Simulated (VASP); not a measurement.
Input of a VASP 6.6.1 run:

INCAR

```
PREC = Accurate
ENCUT = 520
EDIFF = 1E-7
ISMEAR = 0
SIGMA = 0.01
LREAL = F
LASPH = T
NELM = 100
ALGO = Normal
ISIF = 2
LWAVE = F
LCHARG = F
GGA = PS
IVDW = 13
NBANDS = 33
```

The input KPOINTS:

```
Automatic mesh
0
Gamma
  6 6 4
```

Contents of POSCAR:

```
Ba2ClF3
1.0
    4.4674734529      0.0000000000      0.0000000000
   -2.2337367264      3.8689476687      0.0000000000
    0.0000000000      0.0000000000      7.4504178120
Ba Cl F
2 1 3
Direct
    0.6666666667      0.3333333333      0.2012400000
    0.3333333333      0.6666666667      0.7987600000
    0.0000000000      0.0000000000      0.5000000000
    0.0000000000      0.0000000000      0.0000000000
    0.6666666667      0.3333333333      0.8357300000
    0.3333333333      0.6666666667      0.1642700000
```

Potentials or basis: VASP PAW PBE potentials, release 64 (Ba_sv, Cl, F).

Run with:

```bash
$ cat potpaw_PBE.64/Ba_sv/POTCAR potpaw_PBE.64/Cl/POTCAR potpaw_PBE.64/F/POTCAR > POTCAR
$ mpirun -np 1 vasp_std > vasp.out
```

(1) Estimate the pressure.

(2) Predict the dispersion energy per atom.

## Answers

(1) -2.6 GPa.

(2) -0.084 eV.

Caveat: the PAW data sets were made with another functional, which shifts forces and pressure a little.
